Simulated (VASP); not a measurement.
The system is Zr2H6Pb.

```
Zr H Pb
1.0
     0.00000    4.50293    4.50293
     4.50293    0.00000    4.50293
     4.50293    4.50293    0.00000
Zr H Pb
2 6 1
Direct
  0.75000 0.75000 0.75000
  0.25000 0.25000 0.25000
  0.50000 0.00000 0.00000
  0.00000 0.50000 0.50000
  0.00000 0.50000 0.00000
  0.50000 0.00000 0.50000
  0.00000 0.00000 0.50000
  0.50000 0.50000 0.00000
  0.00000 0.00000 0.00000
```

| Property | Result |
| --- | --- |
| Program | VASP 6.6.1 |
| Task | relaxation of cell and atoms |
| Functional | PBE |
| Potentials or basis | VASP PAW PBE potentials, release 64 (Zr_sv, H, Pb_d) |
| Cutoff | 600 eV |
| k mesh | 4 × 4 × 4 |
| Occupations | gaussian, width 0.1 eV |
| Spin | no spin polarisation |

At the start: pressure -11.8 GPa; volume 20.29 Å³/atom.

How do energy, volume and symmetry change on relaxing?

Over 5 steps the energy falls by 340.4 meV/atom and the volume is 13.58 Å³/atom (-33.1 %); space group Fm-3m (No. 225, to 0.05 Å).

Step by step:
| step | energy change (eV) | largest force (eV/Å) | pressure (GPa) | volume (Å³) |
| --- | --- | --- | --- | --- |
| 1 | 0.0000 | 0.0000 | -11.76 | 182.61 |
| 2 | -2.3718 | 0.0000 | -8.03 | 146.02 |
| 3 | -3.0309 | 0.0000 | -2.20 | 126.75 |
| 4 | -3.0624 | 0.0000 | 0.52 | 121.11 |
| 5 | -3.0640 | 0.0000 | -0.04 | 122.18 |

Final structure:
```
CELL_PARAMETERS angstrom
0.00000 3.93838 3.93838
3.93838 0.00000 3.93838
3.93838 3.93838 0.00000
ATOMIC_POSITIONS crystal
Zr 0.75000 0.75000 0.75000
Zr 0.25000 0.25000 0.25000
H 0.50000 0.00000 0.00000
H 0.00000 0.50000 0.50000
H 0.00000 0.50000 0.00000
H 0.50000 0.00000 0.50000
H 0.00000 0.00000 0.50000
H 0.50000 0.50000 0.00000
Pb 0.00000 0.00000 0.00000
```

Caveat: the volume moved by over 15 % at a fixed basis, so the end points are rough.
